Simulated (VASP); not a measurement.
## NaI: single point with r2SCAN

Crystal: NaI.

```
Na I
1.0
     4.03474   -0.06560   -0.06560
    -0.06560    4.03474   -0.06560
    -0.06560   -0.06560    4.03474
Na I
1 1
Direct
  0.00000 0.00000 0.00000
  0.50000 0.50000 0.50000
```

This cell differs from its parent crystal: epitaxial 111 strain +1.5%.

```json
{
 "Program": "VASP 6.6.1",
 "Task": "single point",
 "Functional": "r2SCAN",
 "Potentials or basis": "VASP PAW PBE potentials, release 64 (Na_pv, I)",
 "Cutoff": "520 eV",
 "k mesh": "6 × 6 × 6",
 "Occupations": "gaussian, width 0.01 eV",
 "Spin": "no spin polarisation"
}
```

- Pressure: 0.0 GPa
- Band gap on the k mesh: 3.10 eV (least direct gap 3.38 eV)

Stress tensor (GPa, compression positive):
```
 0.02 -0.09 -0.09
-0.09  0.02 -0.09
-0.09 -0.09  0.02
```

Levels at points of the mesh, in eV from the valence-band top:
| k point | band 3 | band 4 | band 5 | band 6 | band 7 | band 8 | band 9 | band 10 | band 11 | band 12 |
| --- | --- | --- | --- | --- | --- | --- | --- | --- | --- | --- |
| (0.00, 0.00, 0.00) | -24.54 | -12.19 | -0.78 | -0.61 | -0.61 | 3.10 | 6.12 | 6.12 | 12.02 | 12.02 |
| (0.50, 0.00, 0.00) | -24.54 | -11.83 | -3.31 | -0.40 | -0.28 | 5.34 | 7.22 | 7.63 | 8.50 | 8.67 |
| (0.50, 0.50, 0.00) | -24.54 | -11.53 | -2.69 | -2.62 | 0.00 | 3.38 | 7.66 | 8.94 | 9.18 | 9.38 |
| (0.50, 0.50, 0.50) | -24.55 | -11.23 | -2.19 | -2.19 | -2.11 | 4.57 | 4.57 | 4.91 | 7.62 | 14.48 |

Run time: 2.9 min on 1 thread of Oxide Virtual Turin-like Processor, on a shared host, peak memory 0.15 GiB.

Caveat: the cell differs from its parent crystal (epitaxial 111 strain +1.5%); the structure was generated, so it needn't be the stable form of NaI; the PAW data sets were made with another functional, which shifts forces and pressure a little; spin-orbit coupling is left out, which moves the levels of the heavy elements. A k mesh can miss the band edges.
